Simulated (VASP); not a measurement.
# TaN (P6_3mc) in VASP: further runs

TaN is run at these levels: r2SCAN; tasks: single point, relaxation of cell and atoms.

Everything below comes from runs of VASP 6.6.1. Logs are shortened: lines on timing, memory, paths and dates and some standing lists are left out, and cuts for length are marked.

### 1 The cell of the first run

The structure is hexagonal, space group P6_3mc (No. 186). The conventional cell has a = 3.134 Å, b = 3.134 Å, c = 5.904 Å, α = 90.00°, β = 90.00°, γ = 120.00°. Within 2.6 Å of Ta (site symmetry 3m) lie 4 N at 1.94 to 2.08 Å. Within 2.6 Å of N (site symmetry 3m) lie 4 Ta at 1.94 to 2.08 Å.

### 2 Single point, r2SCAN (strain along c alone, the other axes held: -3.0 %, then relaxed in part)

Contents of POSCAR:

```
TaN
1.0
    3.1344588821      0.0000000000      0.0000000000
   -1.5672294410      2.7145210190      0.0000000000
    0.0000000000      0.0000000000      5.9042512440
Ta N
2 2
Direct
    0.3333333333      0.6666666667      0.0285423167
    0.6666666667      0.3333333333      0.5285423167
    0.3333333333      0.6666666667      0.3564576833
    0.6666666667      0.3333333333      0.8564576833
```

Contents of INCAR.step1:

```
ALGO = Normal
EDIFF = 1E-4
ENCUT = 520
GGA = PE
ISMEAR = 0
LASPH = True
LCHARG = False
LREAL = False
LWAVE = True
NBANDS = 24
NELM = 80
PREC = Accurate
SIGMA = 0.1
```

Contents of INCAR.step2:

```
ALGO = Normal
EDIFF = 1E-6
ENCUT = 520
ISIF = 2
ISMEAR = 0
ISTART = 1
LASPH = True
LCHARG = False
LMIXTAU = True
LREAL = False
LWAVE = False
METAGGA = R2SCAN
NBANDS = 24
NELM = 80
PREC = Accurate
SIGMA = 0.1
```

Contents of KPOINTS:

```
k-points
0
Gamma
  18 18 10
```

Potentials or basis: VASP PAW PBE potentials, release 64 (Ta_pv, N).

On the command line:

```sh
$ cat potpaw_PBE.64/Ta_pv/POTCAR potpaw_PBE.64/N/POTCAR > POTCAR
$ cp INCAR.step1 INCAR
$ mpirun -np 1 vasp_std > vasp.out
$ cp INCAR.step2 INCAR
$ mpirun -np 1 vasp_std > vasp.out
```

OUTCAR:

```text
EDIFF = 1E-6
   ENCUT = 520
   ISIF = 2
   ISMEAR = 0
   ISTART = 1
   LASPH = True
   LREAL = False
   METAGGA = R2SCAN
   NELM = 80
   PREC = Accurate

 ion  position               nearest neighbor table
   1  0.333  0.667  0.029-   3 1.94   4 2.08   4 2.08   4 2.08   2 3.46   2 3.46   2 3.46   2 3.46
                             2 3.46   2 3.46
   2  0.667  0.333  0.529-   4 1.94   3 2.08   3 2.08   3 2.08   1 3.46   1 3.46   1 3.46   1 3.46
                             1 3.46   1 3.46
   3  0.333  0.667  0.356-   1 1.94   2 2.08   2 2.08   2 2.08
   4  0.667  0.333  0.856-   2 1.94   1 2.08   1 2.08   1 2.08

  LATTYP: Found a hexagonal cell.
 ALAT       =     3.1344588821
 C/A-ratio  =     1.8836588598

  Lattice vectors:

 A1 = (   3.1344588821,   0.0000000000,   0.0000000000)
 A2 = (  -1.5672294410,   2.7145210190,   0.0000000000)
 A3 = (   0.0000000000,   0.0000000000,   5.9042512440)

Analysis of symmetry for initial positions (statically):
=====================================================================
 Subroutine PRICEL returns:
 Original cell was already a primitive cell.

 Routine SETGRP: Setting up the symmetry group for a
 hexagonal supercell.

 Subroutine GETGRP returns: Found 12 space group operations
 (whereof  6 operations were pure point group operations)
 out of a pool of 24 trial point group operations.

The static configuration has the point symmetry C_3v.
 The point group associated with its full space group is C_6v.

Analysis of symmetry for dynamics (positions and initial velocities):
=====================================================================
 Subroutine PRICEL returns:
 Original cell was already a primitive cell.

 Routine SETGRP: Setting up the symmetry group for a
 hexagonal supercell.

 Subroutine GETGRP returns: Found 12 space group operations
 (whereof  6 operations were pure point group operations)
 out of a pool of 24 trial point group operations.

The dynamic configuration has the point symmetry C_3v.
 The point group associated with its full space group is C_6v.

 Subroutine INISYM returns: Found 12 space group operations
 (whereof  6 operations are pure point group operations),
 and found     1 'primitive' translations

----------------------------------------------------------------------------------------

                                     Primitive cell

  volume of cell :      50.2366

  direct lattice vectors                    reciprocal lattice vectors
     3.134458882  0.000000000  0.000000000     0.319034333  0.184194558  0.000000000
    -1.567229441  2.714521019  0.000000000     0.000000000  0.368389117  0.000000000
     0.000000000  0.000000000  5.904251244     0.000000000  0.000000000  0.169369486

  length of vectors
     3.134458882  3.134458882  5.904251244     0.368389117  0.368389117  0.169369486

  position of ions in fractional coordinates (direct lattice)
     0.333333333  0.666666667  0.028542317
     0.666666667  0.333333333  0.528542317
     0.333333333  0.666666667  0.356457683
     0.666666667  0.333333333  0.856457683

  ion indices of the primitive-cell ions
   primitive index   ion index
                 1           1
                 2           2
                 3           3
                 4           4

----------------------------------------------------------------------------------------

 KPOINTS: k-points

Automatic generation of k-mesh.
 Grid dimensions read from file:
 generate k-points for:   18   18   10

 Generating k-lattice:

  Cartesian coordinates                     Fractional coordinates (reciprocal lattice)
     0.017724130  0.010233031  0.000000000     0.055555556  0.000000000  0.000000000
     0.000000000  0.020466062  0.000000000     0.000000000  0.055555556  0.000000000
     0.000000000  0.000000000  0.016936949     0.000000000  0.000000000  0.100000000

  Length of vectors
     0.020466062  0.020466062  0.016936949

  Shift w.r.t. Gamma in fractional coordinates (k-lattice)
     0.000000000  0.000000000  0.000000000

 Subroutine IBZKPT returns following result:
 ===========================================

 Found    222 irreducible k-points:

 Following reciprocal coordinates:
            Coordinates               Weight
  0.000000  0.000000  0.000000      1.000000
  0.055556  0.000000  0.000000      6.000000
  0.111111  0.000000  0.000000      6.000000
  0.166667 -0.000000  0.000000      6.000000
  0.222222  0.000000  0.000000      6.000000
  0.277778  0.000000  0.000000      6.000000
[... 16 lines left out ...]
  0.333333  0.111111  0.000000     12.000000
  0.388889  0.111111  0.000000     12.000000
 [... further k-points ...]
   k-points           NKPTS =    222   k-points in BZ     NKDIM =    222   number of bands    NBANDS=     24
   number of dos      NEDOS =    301   number of ions     NIONS =      4
   total plane-waves  NPLWV =  27648
   dimension x,y,z NGX =    24 NGY =   24 NGZ =   48
   dimension x,y,z NGXF=    48 NGYF=   48 NGZF=   96
   ions per type =               2   2
   NGX,Y,Z   is equivalent  to a cutoff of  12.73, 12.73, 13.52 a.u.
   NGXF,Y,Z  is equivalent  to a cutoff of  25.46, 25.46, 27.03 a.u.
 SYSTEM =  unknown system
   PREC   = accura    normal or accurate (medium, high low for compatibility)
   ISTART =      1    job   : 0-new  1-cont  2-samecut
   ICHARG =      0    charge: 1-file 2-atom 10-const
   ISPIN  =      1    spin polarized calculation?
   LNONCOLLINEAR =      F non collinear calculations
   LSORBIT =      F    spin-orbit coupling
   LASPH  =      T    aspherical Exc in radial PAW
   ENCUT  =  520.0 eV  38.22 Ry    6.18 a.u.   5.83  5.83 10.98*2*pi/ulx,y,z
   NELM   =     80;   NELMIN=  2; NELMDL=  0     # of ELM steps
   EDIFF  = 0.1E-05   stopping-criterion for ELM
   LREAL  =      F    real-space projection
   EDIFFG = 0.1E-04   stopping-criterion for IOM
   NSW    =      0    number of steps for IOM
   IBRION =     -1    ionic relax: 0-MD 1-quasi-New 2-CG
   NFREE  =      0    steps in history (QN), initial steepest desc. (CG)
   ISIF   =      2    stress and relaxation
   ISYM   =      2    0-nonsym 1-usesym 2-fastsym
   POTIM  = 0.5000    time-step for ionic-motion
   TEBEG  =    0.0;   TEEND  =   0.0 temperature during run
   PSTRESS=    0.0 pullay stress
   NELECT =      32.0000    total number of electrons
   NUPDOWN=      -1.0000    fix difference up-down
   EMIN   =  10.00;   EMAX   =-10.00  energy-range for DOS
   EFERMI =   0.00;   METHOD = LEGACY
   ISMEAR =     0;   SIGMA  =   0.10  broadening in eV -4-tet -1-fermi 0-gaus
   EFERMI_NEDOS =   21; number of points for ismear=-14 and -15
   IALGO  =     38    algorithm
   IMIX   =      4    mixing-type and parameters
     AMIX     =   0.40;   BMIX     =  1.00
     AMIX_MAG =   1.60;   BMIX_MAG =  1.00
  volume/ion in A,a.u.               =      12.56        84.75
  Fermi-wavevector in a.u.,A,eV,Ry     =   1.408590  2.661849 26.995672  1.984126
  Thomas-Fermi vector in A             =   2.530732
   LORBIT       =      0    0 simple, 1 ext, 2 COOP (PROOUT), +10 PAW based schemes
   METAGGA = R2SCAN    functional components
   LHFCALC =     F    Hartree Fock is set to
   AEXX    =    0.0000 exact exchange contribution
   IVDW    =     0    specifies the selected vdW correction
   LEPSILON=     F    determine dielectric tensor
   LRPA    =     F    only Hartree local field effects (RPA)
 non-spin polarized calculation
 Gauss-broadening in eV      SIGMA  =   0.10
  energy-cutoff  :      520.00
  volume of cell :       50.24
 maximum number of plane-waves:      1368
 NGX is ok and might be reduce to    24
   NGX = 11   NGY = 11   NGZ = 21

 number of electron      31.9999995 magnetization

 Free energy of the ion-electron system (eV)
  ---------------------------------------------------
  ext. energy  EPLUGINS =         0.00000000
  ---------------------------------------------------
  free energy    TOTEN  =      -119.00717910 eV

  energy without entropy =     -119.00306913  energy(sigma->0) =     -119.00512412

 E-fermi :   6.9934     XC(G=0): -13.2146

 val. band max:        6.9823517037   @ k =   0.3333   0.2778   0.2000
 cond. band min:       6.9957560957   @ k =   0.2778   0.2778   0.0000
 fundamental gap:      0.0134043919
 Fermi energy:         6.9934295405

 k-point     1 :       0.0000    0.0000    0.0000
  band No.  band energies     occupation
      1     -30.0768      2.00000
      2     -29.6162      2.00000
      3     -29.3634      2.00000
      4     -29.3634      2.00000
      5     -29.3219      2.00000
      6     -29.3219      2.00000
[... 16 lines left out ...]
     23      12.5154      0.00000
     24      14.2261      0.00000

 k-point     2 :       0.0556    0.0000    0.0000
  band No.  band energies     occupation
      1     -30.0711      2.00000
      2     -29.6163      2.00000
      3     -29.3821      2.00000
      4     -29.3681      2.00000
      5     -29.3417      2.00000
      6     -29.3256      2.00000
[... 16 lines left out ...]
     23      12.7481      0.00000
     24      13.9583      0.00000

 k-point     3 :       0.1111    0.0000    0.0000
  band No.  band energies     occupation
      1     -30.0545      2.00000
      2     -29.6168      2.00000
      3     -29.4357      2.00000
      4     -29.3981      2.00000
      5     -29.3815      2.00000
      6     -29.3364      2.00000
[... 16 lines left out ...]
     23      13.3692      0.00000
     24      13.6906      0.00000
[... 514 lines left out ...]
 k-point    23 :       0.3333    0.1111    0.0000
  band No.  band energies     occupation
      1     -29.9333      2.00000
      2     -29.8657      2.00000
      3     -29.8036      2.00000
      4     -29.6521      2.00000
      5     -29.5350      2.00000
      6     -29.4747      2.00000
[... 16 lines left out ...]
     23      13.1072      0.00000
     24      13.3822      0.00000

 k-point    24 :       0.3889    0.1111    0.0000
  band No.  band energies     occupation
      1     -29.9596      2.00000
      2     -29.9045      2.00000
      3     -29.7969      2.00000
      4     -29.6648      2.00000
      5     -29.5515      2.00000
      6     -29.4887      2.00000
[... 16 lines left out ...]
     23      12.6577      0.00000
     24      13.4736      0.00000

 [... further k-points ...]

------------------------ aborting loop because EDIFF is reached ----------------------------------------

  FORCE on cell =-STRESS in cart. coord.  units (eV):
  Direction    XX          YY          ZZ          XY          YZ          ZX
  --------------------------------------------------------------------------------------
  -------------------------------------------------------------------------------------
  Total        2.5684974      2.5684974      6.1949252      0.0000000     -0.0000000      0.0000000
  in kB       81.9160673     81.9160673    197.5722905      0.0000000     -0.0000000      0.0000000
  external PRESSURE =     120.4681417 kB  Pullay stress =       0.0000000 kB

 VOLUME and BASIS-vectors are now :
 -----------------------------------------------------------------------------
  energy-cutoff  :      520.00
  volume of cell :       50.24
      direct lattice vectors                 reciprocal lattice vectors
     3.134458882  0.000000000  0.000000000     0.319034333  0.184194558  0.000000000
    -1.567229441  2.714521019  0.000000000     0.000000000  0.368389117  0.000000000
     0.000000000  0.000000000  5.904251244     0.000000000  0.000000000  0.169369486

 POSITION                                       TOTAL-FORCE (eV/Angst)
 -----------------------------------------------------------------------------------
     -0.00000      1.80968      0.16852         0.000000      0.000000     -0.055194
      1.56723      0.90484      3.12065        -0.000000     -0.000000     -0.055194
     -0.00000      1.80968      2.10462         0.000000     -0.000000      0.055194
      1.56723      0.90484      5.05674        -0.000000      0.000000      0.055194
 -----------------------------------------------------------------------------------
    total drift:                               -0.000000      0.000000      0.000633

  FREE ENERGIE OF THE ION-ELECTRON SYSTEM (eV)
  ---------------------------------------------------
  free  energy   TOTEN  =      -119.0071791037 eV

  energy  without entropy=     -119.0030691299  energy(sigma->0) =     -119.00512412
```

Wall time 4.3 min (1 thread of Intel Xeon 6975P-C (Granite Rapids), shared host); peak memory 0.35 GiB.

What came out:

```yaml
Free_energy: -119.0072 eV
Pressure: 12.0 GPa
Largest_force: 0.055 eV/Å
Band_gap_on_the_k_mesh: zero (bands 16 and 17 overlap by 0.57 eV)
```

Forces in eV/Å, atoms in the order of the input:
```
Ta   0.000  0.000 -0.055
Ta   0.000  0.000 -0.055
N    0.000  0.000  0.055
N    0.000  0.000  0.055
```

Levels at points of the mesh, in eV from the Fermi level:
| k point | band 14 | band 15 | band 16 | band 17 | band 18 | band 19 |
| --- | --- | --- | --- | --- | --- | --- |
| (0.00, 0.00, 0.00) | -5.27 | -0.77 | -0.70 | 0.06 | 0.06 | 2.35 |
| (0.50, 0.00, 0.00) | -4.27 | -2.44 | -0.68 | 1.25 | 2.31 | 2.90 |
| (0.00, 0.00, 0.50) | -5.81 | 0.37 | 0.37 | 1.04 | 1.04 | 1.04 |
| (0.50, 0.00, 0.50) | -5.48 | -0.95 | -0.95 | 1.65 | 1.65 | 3.40 |

Caveat: the cell differs from its parent crystal (strain along c alone, the other axes held: -3.0 %, then relaxed in part); the stress differs along the axes, from 8 to 20 GPa; the PAW data sets were made with another functional, which shifts forces and pressure a little; spin-orbit coupling is left out, which moves the levels of the heavy elements.

### 3 Relaxation of cell and atoms, r2SCAN

This run uses another cell than the first one, of 9.95 Å³/atom.

Contents of POSCAR:

```
TaN
1.0
    3.0500010905      0.0000000000      0.0000000000
   -1.5250005453      2.6413784260      0.0000000000
    0.0000000000      0.0000000000      4.9400000000
Ta N
2 2
Direct
    0.3333333333      0.6666666667      0.0000000000
    0.6666666667      0.3333333333      0.5000000000
    0.3333333333      0.6666666667      0.3850000000
    0.6666666667      0.3333333333      0.8850000000
```

Contents of INCAR.step1:

```
PREC = Accurate ; ENCUT = 600
ISMEAR = 0 ; SIGMA = 0.1
LREAL = False ; LASPH = True
NELM = 60 ; GGA = PE
ALGO = Normal ; EDIFF = 1E-4
LWAVE = True ; LCHARG = False
```

Contents of INCAR.step2:

```
PREC = Accurate ; ENCUT = 600
EDIFF = 1E-7 ; ISMEAR = 0
SIGMA = 0.1 ; LREAL = False
LASPH = True ; NELM = 60
ALGO = Normal ; ISIF = 3
LWAVE = False ; LCHARG = False
METAGGA = R2SCAN ; LMIXTAU = True
IBRION = 2 ; NSW = 100
EDIFFG = -0.05 ; ISTART = 1
```

Contents of KPOINTS:

```
regular mesh
0
Gamma
  6 6 4
```

Potentials or basis: VASP PAW PBE potentials, release 64 (Ta_pv, N).

On the command line:

```sh
$ cat potpaw_PBE.64/Ta_pv/POTCAR potpaw_PBE.64/N/POTCAR > POTCAR
$ cp INCAR.step1 INCAR
$ mpirun -np 1 vasp_std > vasp.out
$ cp INCAR.step2 INCAR
$ mpirun -np 1 vasp_std > vasp.out
```

Run time: 6.9 min. Hardware: 1 thread of Intel Xeon 6975P-C (Granite Rapids), shared host; peak memory 0.18 GiB.

It converged, with:

```
Free energy                           : -119.0868 eV
Relaxed volume                        : 12.97 Å³/atom
Relaxed cell                          : a = 3.139 Å, b = 3.139 Å, c = 6.082 Å, α = 90.00°, β = 90.00°, γ = 120.00°
Space group after relaxing (to 0.1 Å) : P6_3mc (No. 186)
Pressure after relaxing               : 0.1 GPa
Band gap on the k mesh                : 0.02 eV (least direct gap 0.74 eV)
```

Forces on the atoms (eV/Å):
```
Ta   0.000  0.000  0.002
Ta   0.000  0.000  0.002
N    0.000  0.000 -0.002
N    0.000  0.000 -0.002
```

Stress tensor (GPa, compression positive):
```
 0.25  0.00  0.00
 0.00  0.25  0.00
 0.00  0.00 -0.23
```

Final structure:
```
CELL_PARAMETERS angstrom
3.13873 0.00000 0.00000
-1.56936 2.71822 0.00000
0.00000 0.00000 6.08164
ATOMIC_POSITIONS crystal
Ta 0.33333 0.66667 0.03102
Ta 0.66667 0.33333 0.53102
N 0.33333 0.66667 0.35398
N 0.66667 0.33333 0.85398
```

Levels at points of the mesh, in eV from the valence-band top:
| k point | band 12 | band 13 | band 14 | band 15 | band 16 | band 17 | band 18 | band 19 | band 20 |
| --- | --- | --- | --- | --- | --- | --- | --- | --- | --- |
| (0.00, 0.00, 0.00) | -5.86 | -4.94 | -4.94 | -0.97 | -0.96 | 0.08 | 0.08 | 2.24 | 2.24 |
| (0.50, 0.00, 0.00) | -6.08 | -5.26 | -4.10 | -2.53 | -0.78 | 1.08 | 2.24 | 2.68 | 3.47 |
| (0.00, 0.00, 0.50) | -5.45 | -5.45 | -5.45 | 0.00 | 0.00 | 0.93 | 0.93 | 0.93 | 0.93 |
| (0.50, 0.00, 0.50) | -5.99 | -5.24 | -5.24 | -1.17 | -1.17 | 1.48 | 1.48 | 3.37 | 3.37 |

Caveat: the volume moved by over 15 % at a fixed basis, so the end points are rough; the smearing spreads over this small gap; the PAW data sets were made with another functional, which shifts forces and pressure a little; spin-orbit coupling is left out, which moves the levels of the heavy elements. Zero-point motion and thermal expansion aren't in these numbers.

(Continued in part 2 of 2.)

The gap in the log of VASP goes by the Fermi energy; the results here count the filled bands.